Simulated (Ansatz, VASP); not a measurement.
# BaF2: VASP beside Ansatz

```
Ba F
1.0
     0.00000    3.18425    3.18425
     3.18425    0.00000    3.18425
     3.18425    3.18425    0.00000
Ba F
1 2
Direct
  0.00000 0.00000 0.00000
  0.25000 0.25000 0.25000
  0.75000 0.75000 0.75000
```

Alike in both runs: task single point; functional PBE; k mesh 6 × 6 × 6; occupations gaussian, width 0.02 eV; no spin polarisation.

|  | VASP | Ansatz |
| --- | --- | --- |
| version | VASP 6.6.1 | Ansatz 0.2.0 |
| potentials or method | VASP PAW PBE potentials, release 64 (Ba_sv, F), cutoff 600 eV | scalar-relativistic, plane waves, PAW |
| valence electrons in the cell | 24 | 24 |

```csv
,VASP,Ansatz,Ansatz less VASP
gap on the k mesh at the Fermi level (eV),6.42,6.48,+0.063
least direct gap on the mesh (eV),6.46,6.53,+0.071
pressure (GPa),-2.1,-2.7,-0.66
```

Spin-orbit coupling is off throughout.
